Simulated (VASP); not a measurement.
Input of a VASP 6.6.1 run:

INCAR

```
SYSTEM = Ni3Hg
PREC = Accurate
ENCUT = 520
EDIFF = 1E-6
ISMEAR = -1
SIGMA = 0.1
LREAL = .FALSE.
LASPH = .TRUE.
NELM = 150
ALGO = Normal
ISIF = 2
LWAVE = .FALSE.
LCHARG = .FALSE.
ISPIN = 2
MAGMOM = 1.5 1.5 1.5 0
LORBIT = 11
LMAXMIX = 4
GGA = PS
NBANDS = 33
```

Contents of KPOINTS:

```
regular mesh
0
G
  6 6 6
  0 0 0
```

The input POSCAR:

```
Ni3Hg
1.0
    3.8422246395      0.0000000000      0.0000000000
    0.0000000000      3.8422246395      0.0000000000
    0.0000000000      0.0000000000      3.8422246395
Ni Hg
3 1
Direct
    0.0000000000      0.5000000000      0.5000000000
    0.5000000000      0.0000000000      0.5000000000
    0.5000000000      0.5000000000      0.0000000000
    0.0000000000      0.0000000000      0.0000000000
```

Potentials or basis: VASP PAW PBE potentials, release 64 (Ni, Hg).

Run with:

```console
$ cat potpaw_PBE.64/Ni/POTCAR potpaw_PBE.64/Hg/POTCAR > POTCAR
$ mpirun -np 1 vasp_std > vasp.out
```

(1) What does it give for the pressure?

(2) What does it give for the site moments?

## Answers

(1) -15.4 GPa.

(2) Ni +0.40; Hg -0.01 μB.

Caveat: the cell stands under tension; the PAW data sets were made with another functional, which shifts forces and pressure a little.
